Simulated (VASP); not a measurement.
Input of a VASP 6.6.1 run:

File INCAR:

```
SYSTEM = ZnCd5O6
PREC = Accurate
ENCUT = 600
EDIFF = 1E-6
ISMEAR = 0
SIGMA = 0.1
LREAL = .FALSE.
LASPH = .TRUE.
NELM = 120
ALGO = Normal
ISIF = 2
LWAVE = .FALSE.
LCHARG = .FALSE.
GGA = PE
NBANDS = 66
GGA_COMPAT = .FALSE.
```

The input KPOINTS:

```
Automatic mesh
0
G
  10 10 4
  0 0 0
```

Contents of POSCAR:

```
ZnCd5O6
1.0
    3.5524817267      0.0000000000      0.0000000000
    0.0000000000      3.5524817267      0.0000000000
    0.0000000000      0.0000000000     15.2538180925
Zn Cd O
1 5 6
Direct
    0.5000000000      0.5000000000      0.0000000000
    0.0000000000      0.0000000000      0.8483842240
    0.0000000000      0.0000000000      0.1516157760
    0.5000000000      0.5000000000      0.3258508468
    0.0000000000      0.0000000000      0.5000000000
    0.5000000000      0.5000000000      0.6741491532
    0.5000000000      0.0000000000      0.0644283411
    0.0000000000      0.5000000000      0.2386918294
    0.5000000000      0.0000000000      0.4129071134
    0.0000000000      0.5000000000      0.5870928866
    0.5000000000      0.0000000000      0.7613081706
    0.0000000000      0.5000000000      0.9355716589
```

Potentials or basis: VASP PAW PBE potentials, release 64 (Zn, Cd, O).

Command:

```console
$ cat potpaw_PBE.64/Zn/POTCAR potpaw_PBE.64/Cd/POTCAR potpaw_PBE.64/O/POTCAR > POTCAR
$ mpirun -np 1 vasp_std > vasp.out
```

(1) Predict the pressure.

(2) What does it give for the largest force?

Answers

(1) 0.9 GPa.

(2) 0.043 eV/Å.
